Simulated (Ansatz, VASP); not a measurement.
# Two plane-wave programs on NbSi

Contents of POSCAR:

```
NbSi
1.0
    3.1564400000      0.0000000000      0.0000000000
    0.0000000000      3.1564400000      0.0000000000
    0.0000000000      0.0000000000      3.1564400000
Nb Si
1 1
Direct
    0.0000000000      0.0000000000      0.0000000000
    0.5000000000      0.5000000000      0.5000000000
```

INCAR.step1

```
ALGO     = Normal         # electronic algorithm
EDIFF    = 1E-4           # SCF threshold, eV
ENCUT    = 520            # plane-wave cutoff, eV
GGA      = PE             # functional
ISMEAR   = -1             # smearing method
LASPH    = True           # aspherical terms in the spheres
LCHARG   = False          # write CHGCAR
LREAL    = False          # projectors in reciprocal space
LWAVE    = True           # write WAVECAR
NBANDS   = 16             # bands
NELM     = 80             # most SCF steps
PREC     = Accurate       # precision mode
SIGMA    = 0.05           # smearing width, eV
```

File INCAR.step2:

```
ALGO     = Normal         # electronic algorithm
EDIFF    = 1E-7           # SCF threshold, eV
ENCUT    = 520            # plane-wave cutoff, eV
ISIF     = 2              # what is computed and relaxed
ISMEAR   = -1             # smearing method
ISTART   = 1            
LASPH    = True           # aspherical terms in the spheres
LCHARG   = False          # write CHGCAR
LMIXTAU  = True         
LREAL    = False          # projectors in reciprocal space
LWAVE    = False          # write WAVECAR
METAGGA  = R2SCAN         # meta-GGA
NBANDS   = 16             # bands
NELM     = 80             # most SCF steps
PREC     = Accurate       # precision mode
SIGMA    = 0.05           # smearing width, eV
```

The input KPOINTS:

```
k-points
0
Gamma
  8 8 8
```

The input input.yaml:

```yaml
crystal:
  lattice:
    - [3.15644, 0.0, 0.0]
    - [0.0, 3.15644, 0.0]
    - [0.0, 0.0, 3.15644]
  atoms:
    - { symbol: Nb, position: [0.0, 0.0, 0.0] }
    - { symbol: Si, position: [0.5, 0.5, 0.5] }
hamiltonian:
  xc: r2scan
  pseudopotentials: { kind: paw }
kpoints:
  mp_grid: { grid: [8, 8, 8] }
  band_path:
    path:
      - [[0.0, 0.0, 0.0], [0.0, 0.5, 0.0], [0.5, 0.5, 0.0], [0.0, 0.0, 0.0], [0.5, 0.5, 0.5], [0.0, 0.5, 0.0]]
      - [[0.5, 0.5, 0.0], [0.5, 0.5, 0.5]]
    npoints: 14
scf:
  occupations: { method: fermi_dirac, width: 0.05 }
  n_extra_bands: 6
output:
  forces: true
  stress: true
  eigenvalues: true
  fatbands: true
```

Alike in both runs: functional r2SCAN; k mesh 8 × 8 × 8; occupations fermi-dirac, width 0.05 eV; no spin polarisation.

|  | VASP | Ansatz |
| --- | --- | --- |
| version | VASP 6.6.1 | Ansatz 0.2.0 |
| potentials or method | VASP PAW PBE potentials, release 64 (Nb_sv, Si) | Ansatz PAW |
| plane-wave cutoff (eV) | 520 | 500 |
| valence electrons in the cell | 17 | 17 |
| task | single point | band structure |

```tsv
	VASP	Ansatz	Ansatz less VASP
gap on the k mesh at the Fermi level (eV)	none	none	-
pressure (GPa)	-2.2	-2.0	+0.20
```

VASP's potentials were made for PBE, not for r2SCAN. A gap of «none» marks a metal or a gap that the smearing closes.
